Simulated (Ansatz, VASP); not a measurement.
# KCl: VASP beside Ansatz

File POSCAR:

```
KCl
1.0
    0.0000000000      3.2480384149      3.2480384149
    3.2480384149      0.0000000000      3.2480384149
    3.2480384149      3.2480384149      0.0000000000
K Cl
1 1
Direct
    0.0000000000      0.0000000000      0.0000000000
    0.5000000000      0.5000000000      0.5000000000
```

File INCAR.step1:

```
PREC = Accurate
ENCUT = 520
ISMEAR = 0
SIGMA = 0.02
LREAL = False
LASPH = True
NELM = 100
NBANDS = 15
GGA = PE
ALGO = Normal
EDIFF = 1E-4
LWAVE = True
LCHARG = False
```

Contents of INCAR.step2:

```
PREC = Accurate
ENCUT = 520
EDIFF = 1E-6
ISMEAR = 0
SIGMA = 0.02
LREAL = False
LASPH = True
NELM = 100
ALGO = Normal
ISIF = 2
LWAVE = False
LCHARG = False
METAGGA = R2SCAN
LMIXTAU = True
NBANDS = 15
ISTART = 1
```

File KPOINTS:

```
Automatic mesh
0
Gamma
  6 6 6
```

Input for Ansatz:

```yaml
crystal:
  lattice:
    - [0.0, 3.2480384149, 3.2480384149]
    - [3.2480384149, 0.0, 3.2480384149]
    - [3.2480384149, 3.2480384149, 0.0]
  atoms:
    - { symbol: K, position: [0.0, 0.0, 0.0] }
    - { symbol: Cl, position: [0.5, 0.5, 0.5] }
basis:
  ecutwfc: 500
kpoints:
  mp_grid: { grid: [6, 6, 6] }
hamiltonian:
  xc: r2scan
scf:
  occupations: { method: gaussian, width: 0.02 }
output:
  forces: true
  stress: true
  eigenvalues: true
```

Alike in both runs: task single point; functional r2SCAN; k mesh 6 × 6 × 6; occupations gaussian, width 0.02 eV; no spin polarisation.

|  | VASP | Ansatz |
| --- | --- | --- |
| version | VASP 6.6.1 | Ansatz 0.2.0 |
| potentials or method | VASP PAW PBE potentials, release 64 (K_sv, Cl), cutoff 520 eV | scalar-relativistic, plane waves, PAW |
| valence electrons in the cell | 16 | 16 |

VASP gave:

```
gap on the k mesh at the Fermi level (eV) : 5.51
least direct gap on the mesh (eV)         : 5.51
pressure (GPa)                            : -1.5
```

Problem. Estimate Ansatz's values.

Solution. gap on the k mesh at the Fermi level (eV): 5.51; least direct gap on the mesh (eV): 5.51; pressure (GPa): -1.4.

VASP's potentials were made for PBE, not for r2SCAN. With one functional, cell and mesh, what is left measures potentials, basis and numerics.
